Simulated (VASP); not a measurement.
Set up this calculation in VASP 6.6.1, as the native input.

```yaml
Task: relaxation of cell and atoms
Functional: PBE
Potentials_or_basis: VASP PAW PBE potentials, release 64 (Zr_sv, Nb_sv, N_h)
Cutoff: 1330 eV
k_mesh: 4 × 4 × 2
Occupations: gaussian, width 0.15 eV
Spin: no spin polarisation
Dipole_correction: no
Further_INCAR_settings: ALGO = Normal; EDIFF = 1e-07; IBRION = 2; EDIFFG = -0.08; NSW = 36; ISIF = 3
```

The structure of ZrNb2N3 lies in POSCAR:

```
ZrNb2N3
1.0
    3.9449913500      0.0000000000      0.0000000000
   -1.9724956700      3.4164627300      0.0000000000
    0.0000000000      0.0000000000      5.8321174000
Zr Nb N
1 2 3
Direct
    0.0000000000      0.0000000000      0.7886582900
    0.3333333300      0.6666666700      0.2440783900
    0.3333333300      0.6666666700      0.6419498500
    0.5222506300      0.4777493700      0.0231671700
    0.5222506300      0.0445012700      0.0231671700
    0.9554987300      0.4777493700      0.0231671700
```

The cell was generated, and may not be a known phase.

One way to write it, as run:

INCAR

```
SYSTEM = ZrNb2N3
PREC     = Accurate       ! precision mode
ENCUT    = 1330           ! plane-wave cutoff, eV
EDIFF    = 1E-7           ! SCF threshold, eV
ISMEAR   = 0              ! smearing method
SIGMA    = 0.15           ! smearing width, eV
LREAL    = .FALSE.        ! projectors in reciprocal space
LASPH    = .TRUE.         ! aspherical terms in the spheres
NELM     = 120            ! most SCF steps
ALGO     = Normal         ! electronic algorithm
ISIF     = 3              ! what is computed and relaxed
LWAVE    = .FALSE.        ! write WAVECAR
LCHARG   = .FALSE.        ! write CHGCAR
GGA      = PE             ! functional
IBRION   = 2              ! ionic algorithm
NSW      = 36             ! ionic steps
EDIFFG   = -0.08          ! ionic threshold
GGA_COMPAT= .FALSE.      
NELMIN   = 4
```

KPOINTS

```
Automatic mesh
0
G
  4 4 2
  0 0 0
```

Potentials or basis: VASP PAW PBE potentials, release 64 (Zr_sv, Nb_sv, N_h).

Command:

```sh
$ cat potpaw_PBE.64/Zr_sv/POTCAR potpaw_PBE.64/Nb_sv/POTCAR potpaw_PBE.64/N_h/POTCAR > POTCAR
$ mpirun -np 1 vasp_std > vasp.out
```

Results of the run:

The relaxed volume is 20.09 Å³/atom, the relaxed cell is a = 4.908 Å, b = 4.908 Å, c = 5.777 Å, α = 90.00°, β = 90.00°, γ = 120.00° and the space group after relaxing (to 0.1 Å) is P-6m2 (No. 187). The pressure after relaxing is 0.1 GPa and the largest force after relaxing is 0.067 eV/Å. The band gap on the k mesh is zero (an odd number of electrons rules out a gap without spin polarisation).

Caveat: the k points lie up to 0.54 Å⁻¹ apart in the final cell, too coarse for converged energies and pressures of a metal; the volume moved by over 15 % at a fixed basis, so the end points are rough; an odd number of electrons without spin polarisation forces a metal; a magnetic or distorted state may lie lower; the relaxation stopped at a loose force limit of 0.08 eV/Å, so its end isn't a converged minimum.

Wall time 47 min on 1 thread of Intel(R) Xeon(R) Platinum 8259CL CPU @ 2.50GHz (Skylake/Cascade Lake) (shared host), peak memory 0.51 GiB.
